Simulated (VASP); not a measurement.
Wanted: the native input for a VASP 6.6.1 run.

```
Task                   : single point
Functional             : PBE
Potentials or basis    : VASP PAW PBE potentials, release 64 (Mg, O)
Cutoff                 : 520 eV
k mesh                 : 9 × 9 × 6
Occupations            : gaussian, width 0.05 eV
Spin                   : no spin polarisation
Dipole correction      : no
Further INCAR settings : ALGO = Normal; EDIFF = 1e-06; NBANDS = 16
```

The structure of MgO lies in POSCAR:

```
MgO
1.0
    3.3152854007      0.0000000000      0.0000000000
   -1.6576427004      2.8711213778      0.0000000000
    0.0000000000      0.0000000000      5.1215474231
Mg O
2 2
Direct
    0.3090735622      0.6406489578      0.0063188067
    0.6909264378      0.3593510422      0.5063188067
    0.3557480876      0.6907056630      0.3982811933
    0.6442519124      0.3092943370      0.8982811933
```

This cell differs from its parent crystal: atoms displaced along a vibrational mode.

The input as run:

INCAR

```
SYSTEM = MgO
PREC = Accurate
ENCUT = 520
EDIFF = 1E-6
ISMEAR = 0
SIGMA = 0.05
LREAL = .FALSE.
LASPH = .TRUE.
NELM = 100
ALGO = Normal
ISIF = 2
LWAVE = .FALSE.
LCHARG = .FALSE.
GGA = PE
NBANDS = 16
```

KPOINTS

```
Automatic mesh
0
G
  9 9 6
  0 0 0
```

Potentials or basis: VASP PAW PBE potentials, release 64 (Mg, O).

The run is started by

```console
$ cat potpaw_PBE.64/Mg/POTCAR potpaw_PBE.64/O/POTCAR > POTCAR
$ mpirun -np 1 vasp_std > vasp.out
```

It gave:

- Pressure: -0.6 GPa
- Largest force: 0.259 eV/Å
- Band gap on the k mesh: 3.34 eV

Caveat: the cell differs from its parent crystal (atoms displaced along a vibrational mode); an odd mesh through Γ misses points on the zone boundary, where band edges can lie.

Run time: 2.8 min on 1 thread of Intel Xeon 8259CL, on a shared host, peak memory 0.26 GiB.
